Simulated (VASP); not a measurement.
A run of VASP 6.6.1 is set up as follows.

INCAR

```
PREC = Accurate
ENCUT = 520
EDIFF = 1E-6
ISMEAR = 0
SIGMA = 0.1
LREAL = F
LASPH = T
NELM = 80
ALGO = Fast
ISIF = 2
LWAVE = F
LCHARG = F
GGA = PE
NBANDS = 36
```

File KPOINTS:

```
Automatic mesh
0
Gamma
  6 6 6
```

Contents of POSCAR:

```
SiBr7
1.0
    4.4916033587      2.5932284083      3.6674784777
   -4.4916033587      2.5932284083      3.6674784777
    0.0000000000     -5.1864568165      3.6674784777
Si Br
1 7
Direct
    0.0000000000      0.0000000000      0.0000000000
    0.8613600166      0.1386399834      0.5000000000
    0.5000000000      0.8613600166      0.1386399834
    0.1386399834      0.5000000000      0.8613600166
    0.1386399834      0.8613600166      0.5000000000
    0.5000000000      0.1386399834      0.8613600166
    0.8613600166      0.5000000000      0.1386399834
    0.5000000000      0.5000000000      0.5000000000
```

Potentials or basis: VASP PAW PBE potentials, release 64 (Si, Br).

Run with:

```bash
$ cat potpaw_PBE.64/Si/POTCAR potpaw_PBE.64/Br/POTCAR > POTCAR
$ mpirun -np 1 vasp_std > vasp.out
```

Problem. What does it give for the largest force?

Solution. 0.004 eV/Å.

Problem. What does it give for the pressure?

Solution. 0.0 GPa.

Forces on the atoms (eV/Å):
```
Si   0.000  0.000  0.000
Br   0.004  0.000  0.000
Br  -0.002  0.003  0.000
Br  -0.002 -0.003  0.000
Br  -0.004  0.000  0.000
Br   0.002 -0.003  0.000
Br   0.002  0.003  0.000
Br   0.000  0.000  0.000
```

Caveat: an odd number of electrons without spin polarisation forces a metal; a magnetic or distorted state may lie lower.
